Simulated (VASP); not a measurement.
Set up this calculation in VASP 6.6.1, as the native input.

```yaml
Task: single point
Functional: r2SCAN
Potentials_or_basis: VASP PAW PBE potentials, release 64 (Ba_sv, Bi_d, In_d)
Cutoff: 520 eV
k_mesh: 4 × 4 × 2
Occupations: tetrahedron
Spin: no spin polarisation
Dipole_correction: no
Further_INCAR_settings: ALGO = Normal; EDIFF = 1e-07; NBANDS = 41
```

The system is BaIn2Bi2.

```
Ba Bi In
1.0
     5.05499    0.00000    0.00000
    -2.52749    4.37775    0.00000
     0.00000    0.00000    8.30191
Ba Bi In
1 2 2
Direct
  0.00000 0.00000 0.00000
  0.66670 0.33330 0.24992
  0.33330 0.66670 0.75008
  0.66670 0.33330 0.62760
  0.33330 0.66670 0.37240
```

These files were run (other wordings do the same):

POSCAR

```
BaIn2Bi2
1.0
    5.0549880000      0.0000000000      0.0000000000
   -2.5274940000      4.3777520000      0.0000000000
    0.0000000000      0.0000000000      8.3019150000
Ba Bi In
1 2 2
Direct
    0.0000000000      0.0000000000      0.0000000000
    0.6667000000      0.3333000000      0.2499200000
    0.3333000000      0.6667000000      0.7500800000
    0.6667000000      0.3333000000      0.6276000000
    0.3333000000      0.6667000000      0.3724000000
```

INCAR.step1

```
PREC     = Accurate       # precision mode
ENCUT    = 520            # plane-wave cutoff, eV
ISMEAR   = -4             # smearing method
SIGMA    = 0.1            # smearing width, eV
LREAL    = F              # projectors in reciprocal space
LASPH    = T              # aspherical terms in the spheres
NELM     = 100            # most SCF steps
NBANDS   = 41             # bands
GGA      = PE             # functional
ALGO     = Normal         # electronic algorithm
EDIFF    = 1E-4           # SCF threshold, eV
LWAVE    = T              # write WAVECAR
LCHARG   = F              # write CHGCAR
```

INCAR.step2

```
PREC     = Accurate       # precision mode
ENCUT    = 520            # plane-wave cutoff, eV
EDIFF    = 1E-7           # SCF threshold, eV
ISMEAR   = -4             # smearing method
SIGMA    = 0.1            # smearing width, eV
LREAL    = F              # projectors in reciprocal space
LASPH    = T              # aspherical terms in the spheres
NELM     = 100            # most SCF steps
ALGO     = Normal         # electronic algorithm
ISIF     = 2              # what is computed and relaxed
LWAVE    = F              # write WAVECAR
LCHARG   = F              # write CHGCAR
METAGGA  = R2SCAN         # meta-GGA
LMIXTAU  = T            
NBANDS   = 41             # bands
ISTART   = 1
```

KPOINTS

```
regular mesh
0
Gamma
  4 4 2
```

Potentials or basis: VASP PAW PBE potentials, release 64 (Ba_sv, Bi_d, In_d).

The run is started by

```console
$ cat potpaw_PBE.64/Ba_sv/POTCAR potpaw_PBE.64/Bi_d/POTCAR potpaw_PBE.64/In_d/POTCAR > POTCAR
$ cp INCAR.step1 INCAR
$ mpirun -np 1 vasp_std > vasp.out
$ cp INCAR.step2 INCAR
$ mpirun -np 1 vasp_std > vasp.out
```

It gave:

```json
{"Pressure": "1.3 GPa", "Largest force": "0.324 eV/Å", "Band gap on the k mesh": "zero (bands 33 and 34 overlap by 1.53 eV)"}
```

Caveat: the k points lie up to 0.38 Å⁻¹ apart, too coarse for converged energies and pressures of a metal; the PAW data sets were made with another functional, which shifts forces and pressure a little; spin-orbit coupling is left out, which moves the levels of the heavy elements; tetrahedron occupations give inexact forces and stress in metals.

It took 5.9 min on 1 thread of Intel(R) Xeon(R) 6975P-C (Granite Rapids), on a shared host, peak memory 0.4 GiB.
